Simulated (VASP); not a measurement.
Input of a VASP 6.6.1 run:

Contents of INCAR:

```
SYSTEM = PbO
ALGO = Normal
EDIFF = 1E-7
EDIFFG = -0.01
ENCUT = 600
GGA = PS
IBRION = 2
ISIF = 4
ISMEAR = 0
LASPH = .TRUE.
LCHARG = .FALSE.
LREAL = .FALSE.
LWAVE = .FALSE.
NELM = 60
NSW = 50
PREC = Accurate
SIGMA = 0.02
```

Contents of KPOINTS:

```
k-points
0
G
  8 8 6
  0 0 0
```

File POSCAR:

```
PbO
1.0
    3.9472047295      0.0000000000      0.0000000000
    0.0000000000      3.9472047295      0.0000000000
    0.0000000000      0.0000000000      5.0285840167
Pb O
2 2
Direct
    0.0000000000      0.5000000000      0.2331620937
    0.5000000000      0.0000000000      0.7668379063
    0.0000000000      0.0000000000      0.0000000000
    0.5000000000      0.5000000000      0.0000000000
```

Potentials or basis: VASP PAW PBE potentials, release 64 (Pb_d, O).

Command:

```console
$ cat potpaw_PBE.64/Pb_d/POTCAR potpaw_PBE.64/O/POTCAR > POTCAR
$ mpirun -np 1 vasp_std > vasp.out
```

Q: Estimate the band gap on the k mesh.

A: 1.10 eV (least direct gap 2.14 eV).

Forces on the atoms (eV/Å):
```
Pb   0.000  0.000 -0.003
Pb   0.000  0.000  0.003
O    0.000  0.000  0.000
O    0.000  0.000  0.000
```

Caveat: the PAW data sets were made with another functional, which shifts forces and pressure a little; spin-orbit coupling is left out, which moves the levels of the heavy elements. A k mesh can miss the band edges.
